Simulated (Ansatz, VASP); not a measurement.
# Mo in VASP and in Ansatz

File POSCAR:

```
Mo
1.0
   -1.7061064950      1.7061064950      1.7061064950
    1.7061064950     -1.7061064950      1.7061064950
    1.7061064950      1.7061064950     -1.7061064950
Mo
1
Direct
    0.0000000000      0.0000000000      0.0000000000
```

INCAR.step1

```
PREC = Accurate
ENCUT = 400
EDIFF = 1E-5
ISMEAR = -1
SIGMA = 0.15
LREAL = False
LASPH = True
NELM = 120
ALGO = Normal
ISIF = 2
LWAVE = True
GGA = PE
NBANDS = 13
GGA_COMPAT = False
```

Contents of INCAR.step2:

```
PREC = Accurate
ENCUT = 400
EDIFF = 1E-6
ISMEAR = -1
SIGMA = 0.15
LREAL = False
LASPH = True
NELM = 120
ALGO = Normal
ISIF = 2
LWAVE = False
LCHARG = True
GGA = PE
LHFCALC = True
HFSCREEN = 0.2079
PRECFOCK = Normal
LELF = True
LVHAR = True
ISTART = 1
NBANDS = 13
GGA_COMPAT = False
```

Contents of KPOINTS:

```
regular mesh
0
Gamma
  7 7 7
```

File input.yaml:

```yaml
crystal:
  lattice: { a: 3.41221299, b: 3.41221299, c: 3.41221299, alpha: 90.0, beta: 90.0, gamma: 90.0 }
  space_group: 229
  reduce_to_primitive: true
  atoms:
    - { symbol: Mo, wyckoff: "2a", position: [0.0, 0.0, 0.0] }
hamiltonian:
  xc: hse06
  pseudopotentials: { kind: paw }
kpoints:
  mp_grid: { grid: [7, 7, 7] }
scf:
  occupations: { method: fermi_dirac, width: 0.15 }
  n_extra_bands: 6
output:
  forces: true
  stress: true
  eigenvalues: true
  dos: { projected: false, de: 0.05 }
```

Change from the starting cell: volume scaled by 1.25.

Alike in both runs: functional HSE06; k mesh 7 × 7 × 7; occupations fermi-dirac, width 0.15 eV; no spin polarisation.

|  | VASP | Ansatz |
| --- | --- | --- |
| version | VASP 6.6.1 | Ansatz 0.2.0 |
| potentials or method | VASP PAW PBE potentials, release 64 (Mo_sv) | Ansatz PAW |
| plane-wave cutoff (eV) | 400 | 420 |
| valence electrons in the cell | 14 | 14 |
| task | single point | density of states |

|  | VASP | Ansatz | Ansatz less VASP |
| --- | --- | --- | --- |
| gap on the k mesh at the Fermi level (eV) | none | none | - |
| pressure (GPa) | -42.5 | -42.2 | +0.27 |

A gap of «none» marks a metal or a gap that the smearing closes. Both programs put the cell under strong tension, so it lies far from rest at this level.

The k mesh is coarse, so the values compare programs but aren't converged. Noted on VASP's run: the cell as given lies far from equilibrium.
